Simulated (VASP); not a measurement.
Wanted: the native input for a VASP 6.6.1 run.

```
Task                   : relaxation of cell and atoms
Functional             : PBE
Potentials or basis    : VASP PAW PBE potentials, release 64 (B, N)
Cutoff                 : 600 eV
k mesh                 : 10 × 10 × 10
Occupations            : methfessel-paxton, width 0.05 eV
Spin                   : no spin polarisation
Dipole correction      : no
Further INCAR settings : ALGO = Normal; EDIFF = 1e-07; IBRION = 2; EDIFFG = -0.01; NSW = 80; ISIF = 3
```

The structure of BN (Qingsongite) lies in POSCAR:

```
BN
1.0
    0.0000000000      1.8075000000      1.8075000000
    1.8075000000      0.0000000000      1.8075000000
    1.8075000000      1.8075000000      0.0000000000
B N
1 1
Direct
    0.0000000000      0.0000000000      0.0000000000
    0.2500000000      0.2500000000      0.2500000000
```

These files were run (other wordings do the same):

INCAR

```
  ALGO = Normal
  EDIFF = 1E-7
  EDIFFG = -0.01
  ENCUT = 600
  GGA = PE
  GGA_COMPAT = False
  IBRION = 2
  ISIF = 3
  ISMEAR = 1
  LASPH = True
  LCHARG = False
  LREAL = False
  LWAVE = False
  NELM = 120
  NELMIN = 4
  NSW = 80
  PREC = Accurate
  SIGMA = 0.05
```

KPOINTS

```
k-points
0
Gamma
  10 10 10
```

Potentials or basis: VASP PAW PBE potentials, release 64 (B, N).

Command:

```console
$ cat potpaw_PBE.64/B/POTCAR potpaw_PBE.64/N/POTCAR > POTCAR
$ mpirun -np 1 vasp_std > vasp.out
```

Results of the run:

```
Relaxed volume                         : 5.95 Å³/atom
Relaxed cell                           : a = 2.563 Å, b = 2.563 Å, c = 2.563 Å, α = 60.00°, β = 60.00°, γ = 60.00°
Space group after relaxing (to 0.05 Å) : F-43m (No. 216)
Energy gained by relaxing              : 0.4 meV/atom
Ionic steps                            : 3
Pressure after relaxing                : 0.0 GPa
Band gap on the k mesh                 : 4.45 eV, indirect (least direct gap 8.78 eV)
```

Run time: 5.5 s on 1 thread of Intel(R) Xeon(R) 6975P-C (Granite Rapids), on a shared host, peak memory 0.12 GiB.
